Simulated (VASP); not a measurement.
Set up this calculation in VASP 6.6.1, as the native input.

```yaml
Task: single point
Functional: r2SCAN
Potentials_or_basis: VASP PAW PBE potentials, release 64 (Ga_d, N)
Cutoff: 520 eV
k_mesh: 10 × 10 × 10
Occupations: gaussian, width 0.01 eV
Spin: non-collinear spin, zero start, spin-orbit coupling
Starting_moments: "[[0.0, 0.0, 0.0], [0.0, 0.0, 0.0]] μB"
Dipole_correction: no
Further_INCAR_settings: ALGO = Normal; EDIFF = 1e-07; NBANDS = 30
```

Crystal: GaN.

```
CELL_PARAMETERS angstrom
0.00000 2.22646 2.22646
2.22646 0.00000 2.22646
2.22646 2.22646 0.00000
ATOMIC_POSITIONS crystal
Ga 0.00000 0.00000 0.00000
N 0.25000 0.25000 0.25000
```

This cell differs from its parent crystal: strain -1.0%.

These files were run (other wordings do the same):

POSCAR

```
GaN
1.0
    0.0000000000      2.2264630157      2.2264630157
    2.2264630157      0.0000000000      2.2264630157
    2.2264630157      2.2264630157      0.0000000000
Ga N
1 1
Direct
    0.0000000000      0.0000000000      0.0000000000
    0.2500000000      0.2500000000      0.2500000000
```

INCAR.step1

```
PREC = Accurate
ENCUT = 520
ISMEAR = 0
SIGMA = 0.01
LREAL = False
LASPH = True
NELM = 150
MAGMOM = 0 0 0 0 0 0
LSORBIT = True
GGA_COMPAT = False
NBANDS = 30
GGA = PE
ALGO = Normal
EDIFF = 1E-4
LWAVE = True
LCHARG = False
```

INCAR.step2

```
PREC = Accurate
ENCUT = 520
EDIFF = 1E-7
ISMEAR = 0
SIGMA = 0.01
LREAL = False
LASPH = True
NELM = 150
ALGO = Normal
ISIF = 2
LWAVE = False
LCHARG = False
MAGMOM = 0 0 0 0 0 0
LORBIT = 11
LSORBIT = True
GGA_COMPAT = False
LORBMOM = True
METAGGA = R2SCAN
LMIXTAU = True
NBANDS = 30
ISTART = 1
```

KPOINTS

```
regular mesh
0
Gamma
  10 10 10
```

Potentials or basis: VASP PAW PBE potentials, release 64 (Ga_d, N).

Run with:

```bash
$ cat potpaw_PBE.64/Ga_d/POTCAR potpaw_PBE.64/N/POTCAR > POTCAR
$ cp INCAR.step1 INCAR
$ mpirun -np 1 vasp_ncl > vasp.out
$ cp INCAR.step2 INCAR
$ mpirun -np 1 vasp_ncl > vasp.out
```

It gave:

| Quantity | Value |
| --- | --- |
| Pressure | 7.5 GPa |
| Net moment | 0.00 μB per cell |
| Valence electrons inside the program's atomic spheres | Ga 11.90; N 3.80 |

Caveat: the cell differs from its parent crystal (strain -1.0%); the cell stands under pressure; the structure was generated, so it needn't be the stable form of GaN; the PAW data sets were made with another functional, which shifts forces and pressure a little.

Run time: 4 min on 1 thread of Intel(R) Xeon(R) 6975P-C (Granite Rapids), with other jobs on the host, peak memory 0.26 GiB.
